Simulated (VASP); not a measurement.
**Ta2Mo: relaxation of cell and atoms with PBE**

The system is Ta2Mo.

```
Ta Mo
1.0
     0.00000    3.13089    3.13089
     3.13089    0.00000    3.13089
     3.13089    3.13089    0.00000
Ta Mo
2 1
Direct
  0.25000 0.25000 0.25000
  0.75000 0.75000 0.75000
  0.00000 0.00000 0.00000
```

```json
{"Program": "VASP 6.6.1", "Task": "relaxation of cell and atoms", "Functional": "PBE", "Potentials or basis": "VASP PAW PBE potentials, release 64 (Ta_pv, Mo_sv)", "Cutoff": "600 eV", "k mesh": "12 × 12 × 12", "Occupations": "gaussian, width 0.1 eV", "Spin": "no spin polarisation", "Dipole correction": "no", "Further INCAR settings": "ALGO = Fast; EDIFF = 1e-06; IBRION = 2; EDIFFG = -0.01; NSW = 100; ISIF = 3"}
```

```
Relaxed volume                         : 20.48 Å³/atom
Relaxed cell                           : a = 4.429 Å, b = 4.429 Å, c = 4.429 Å, α = 60.00°, β = 60.00°, γ = 60.00°
Space group after relaxing (to 0.05 Å) : Fm-3m (No. 225)
Energy gained by relaxing              : 0.0 meV/atom
Ionic steps                            : 3
Pressure after relaxing                : 0.0 GPa
Band gap on the k mesh                 : zero (band 18 reaches 7.12 eV, above the bottom of band 19 at 4.84 eV)
```

Final structure:
```
CELL_PARAMETERS angstrom
0.00000 3.13199 3.13199
3.13199 0.00000 3.13199
3.13199 3.13199 0.00000
ATOMIC_POSITIONS crystal
Ta 0.25000 0.25000 0.25000
Ta 0.75000 0.75000 0.75000
Mo 0.00000 0.00000 0.00000
```

Levels at points of the mesh, in eV from the Fermi level:
```tsv
k point	band 15	band 16	band 17	band 18	band 19	band 20	band 21	band 22
(0.00, 0.00, 0.00)	-1.49	-1.49	-1.15	-1.15	-1.15	3.33	3.33	4.08
(0.50, 0.00, 0.00)	-1.97	-1.87	-1.87	-0.22	-0.22	1.01	1.13	1.13
(0.50, 0.50, 0.00)	-1.74	-1.74	-1.44	0.08	1.26	1.26	2.57	2.57
```

It took 4.3 min on 1 thread of Intel(R) Xeon(R) Platinum 8375C CPU @ 2.90GHz (Ice Lake) (shared host), peak memory 0.29 GiB.

Caveat: spin-orbit coupling is left out, which moves the levels of the heavy elements.
